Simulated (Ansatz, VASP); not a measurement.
# One calculation of Ta, two programs

File INCAR:

```
SYSTEM = Ta
PREC = Accurate ; ENCUT = 520
EDIFF = 1E-6 ; ISMEAR = 0
SIGMA = 0.15 ; LREAL = .FALSE.
LASPH = .TRUE. ; NELM = 100
ALGO = Fast ; ISIF = 2
LWAVE = .FALSE. ; LCHARG = .FALSE.
NBANDS = 18
```

Contents of KPOINTS:

```
Automatic mesh
0
G
  18 18 10
  0 0 0
```

POSCAR

```
Ta
1.0
   -1.6512800000      1.6512800000      1.6512800000
    1.6512800000     -1.6512800000      1.6512800000
    3.3025600000      3.3025600000      0.0000000000
Ta
2
Direct
    0.0032116303     -0.0032116303      0.0000000000
    0.4967883697      0.5032116303      0.5000000000
```

Input for Ansatz:

```yaml
crystal:
  lattice:
    - [-1.65128, 1.65128, 1.65128]
    - [1.65128, -1.65128, 1.65128]
    - [3.30256, 3.30256, 0.0]
  atoms:
    - { symbol: Ta, position: [0.0032116303, -0.0032116303, 0.0] }
    - { symbol: Ta, position: [0.4967883697, 0.5032116303, 0.5] }
basis:
  ecutwfc: 420
kpoints:
  mp_grid: { grid: [18, 18, 10] }
hamiltonian:
  xc: lda
scf:
  occupations: { method: gaussian, width: 0.15 }
output:
  forces: true
  stress: true
  eigenvalues: true
```

Change from the starting cell: mode 4 (89.6 1/cm) frozen in, largest displacement +0.015 Å.

Alike in both runs: task single point; functional LDA; k mesh 18 × 18 × 10; occupations gaussian, width 0.15 eV; no spin polarisation.

|  | VASP | Ansatz |
| --- | --- | --- |
| version | VASP 6.6.1 | Ansatz 0.2.0 |
| potentials or method | VASP PAW LDA potentials, release 64 (Ta_pv), cutoff 520 eV | scalar-relativistic, plane waves, PAW |
| valence electrons in the cell | 22 | 26 |

Ansatz gave:

| Quantity | Value |
| --- | --- |
| gap on the k mesh at the Fermi level (eV) | none |
| pressure (GPa) | -9.1 |
| traceless stress, the component that is largest in VASP (GPa) | 0.15 |
| rms of the force components (eV/Å) | 0.046 |

Question: Which values does VASP return?

Answer: gap on the k mesh at the Fermi level (eV): none; pressure (GPa): -8.4; traceless stress, the component that is largest in VASP (GPa): 0.15; rms of the force components (eV/Å): 0.047.

LDA's correlation is that of Perdew and Zunger in VASP and of Perdew and Wang (1992) in Ansatz. Atom by atom the forces differ by 0.000 eV/Å (rms over components). A gap of «none» marks a metal or a gap that the smearing closes. VASP's potentials hold 22 valence electrons a cell and Ansatz's 26, so a difference there can come from the potentials and not from the codes.

Neither program's run includes spin-orbit coupling.
